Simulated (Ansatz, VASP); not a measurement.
# Two plane-wave programs on BAs

File INCAR:

```
PREC = Accurate
ENCUT = 500
EDIFF = 1E-6
ISMEAR = 0
SIGMA = 0.05
LREAL = False
LASPH = True
NELM = 120
ALGO = Normal
ISIF = 2
LWAVE = False
LCHARG = False
GGA = PE
NBANDS = 26
GGA_COMPAT = False
```

The input KPOINTS:

```
Automatic mesh
0
Gamma
  6 6 6
```

Contents of POSCAR:

```
BAs
1.0
    4.8088223222      0.0000000000      0.0000000000
    0.0000000000     -4.8088223222      0.0000000000
    0.0000000000      0.0000000000     -4.8088223222
B As
4 4
Direct
    0.0000000000      0.0000000000      0.0000000000
    0.5000000000      0.5000000000      0.0000000000
    0.5000000000      0.0000000000      0.5000000000
    0.0000000000      0.5000000000      0.5000000000
    0.7500000000      0.7500000000      0.7500000000
    0.2500000000      0.2500000000      0.7500000000
    0.2500000000      0.7500000000      0.2500000000
    0.7500000000      0.2500000000      0.2500000000
```

Input for Ansatz:

```yaml
crystal:
  lattice:
    - [4.8088223222, 0.0, 0.0]
    - [0.0, -4.8088223222, 0.0]
    - [0.0, 0.0, -4.8088223222]
  atoms:
    - { symbol: B, position: [0.0, 0.0, 0.0] }
    - { symbol: B, position: [0.5, 0.5, 0.0] }
    - { symbol: B, position: [0.5, 0.0, 0.5] }
    - { symbol: B, position: [0.0, 0.5, 0.5] }
    - { symbol: As, position: [0.75, 0.75, 0.75] }
    - { symbol: As, position: [0.25, 0.25, 0.75] }
    - { symbol: As, position: [0.25, 0.75, 0.25] }
    - { symbol: As, position: [0.75, 0.25, 0.25] }
basis:
  ecutwfc: 420
kpoints:
  mp_grid: { grid: [6, 6, 6] }
hamiltonian:
  xc: pbe
scf:
  occupations: { method: gaussian, width: 0.05 }
output:
  forces: true
  stress: true
  eigenvalues: true
```

Alike in both runs: task single point; functional PBE; k mesh 6 × 6 × 6; occupations gaussian, width 0.05 eV; no spin polarisation.

|  | VASP | Ansatz |
| --- | --- | --- |
| version | VASP 6.6.1 | Ansatz 0.2.0 |
| potentials or method | VASP PAW PBE potentials, release 64 (B, As), cutoff 500 eV | scalar-relativistic, plane waves, PAW |
| valence electrons in the cell | 32 | 72 |

|  | VASP | Ansatz | Ansatz less VASP |
| --- | --- | --- | --- |
| gap on the k mesh at the Fermi level (eV) | 1.20 | 1.21 | +0.008 |
| least direct gap on the mesh (eV) | 1.45 | 1.46 | +0.011 |
| pressure (GPa) | 0.6 | 0.0 | -0.60 |

The functional is the same, so the differences come from potentials, cutoffs and numerics. VASP's potentials hold 32 valence electrons a cell and Ansatz's 72, so a difference there can come from the potentials and not from the codes.
